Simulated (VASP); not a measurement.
Write the native input for VASP 6.6.1 that does the following.

```
Task                   : single point
Functional             : PBE
Potentials or basis    : VASP PAW PBE potentials, release 64 (Na_pv)
Cutoff                 : 520 eV
k mesh                 : 12 × 12 × 12
Occupations            : gaussian, width 0.1 eV
Spin                   : no spin polarisation
Dipole correction      : no
Further INCAR settings : ALGO = Fast; EDIFF = 1e-06; NBANDS = 10
```

The structure of Na lies in POSCAR:

```
Na
1.0
   -2.2743008750      2.1810250000      2.0597769500
    2.2743008750     -2.1810250000      2.0597769500
    2.3196577250      2.2263818500     -2.0597769500
Na
1
Direct
    0.0000000000      0.0000000000      0.0000000000
```

This cell differs from its parent crystal: strained.

The input as run:

INCAR

```
PREC = Accurate
ENCUT = 520
EDIFF = 1E-6
ISMEAR = 0
SIGMA = 0.1
LREAL = F
LASPH = T
NELM = 60
ALGO = Fast
ISIF = 2
LWAVE = F
LCHARG = T
GGA = PE
LELF = T
LVHAR = T
NBANDS = 10
```

KPOINTS

```
regular mesh
0
Gamma
  12 12 12
```

Potentials or basis: VASP PAW PBE potentials, release 64 (Na_pv).

Launch:

```bash
$ cat potpaw_PBE.64/Na_pv/POTCAR > POTCAR
$ mpirun -np 1 vasp_std > vasp.out
```

Results of the run:

```json
{
 "Pressure": "-0.7 GPa",
 "Band gap on the k mesh": "zero (an odd number of electrons rules out a gap without spin polarisation)"
}
```

Caveat: the cell differs from its parent crystal (strained).

Run time: 97 s on 1 thread of Intel(R) Xeon(R) Platinum 8488C (Sapphire Rapids), on a shared host, peak memory 0.27 GiB.
